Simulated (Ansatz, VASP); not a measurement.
One calculation of Mo, two programs

```xyz
4
Lattice="3.2166 0.0000 0.0000 0.0000 3.2166 0.0000 0.0000 0.0000 25.2202" Properties=species:S:1:pos:R:3 pbc="T T T"
Mo    0.0000    1.6083   14.2101
Mo    1.6083    0.0000   15.6496
Mo    0.0000    1.6083   17.3070
Mo    1.6083    0.0000   18.6382
```

Alike in both runs: task single point; functional PBE; k mesh 10 × 10 × 1; occupations methfessel-paxton of order 1, width 0.1 eV; no spin polarisation.

```csv
,VASP,Ansatz
version,VASP 6.6.1,Ansatz 0.2.0
potentials or method,"VASP PAW PBE potentials, release 64 (Mo_sv), cutoff 400 eV","scalar-relativistic, plane waves, PAW"
valence electrons in the cell,56,56
```

VASP gave:

```
gap on the k mesh at the Fermi level (eV) : none
rms of the force components (eV/Å)        : 0.492
```

Task: Which values does Ansatz return?

Result: gap on the k mesh at the Fermi level (eV): none; rms of the force components (eV/Å): 0.501.

Atom by atom the forces differ by 0.014 eV/Å (rms over components). A gap of «none» marks a metal or a gap that the smearing closes.
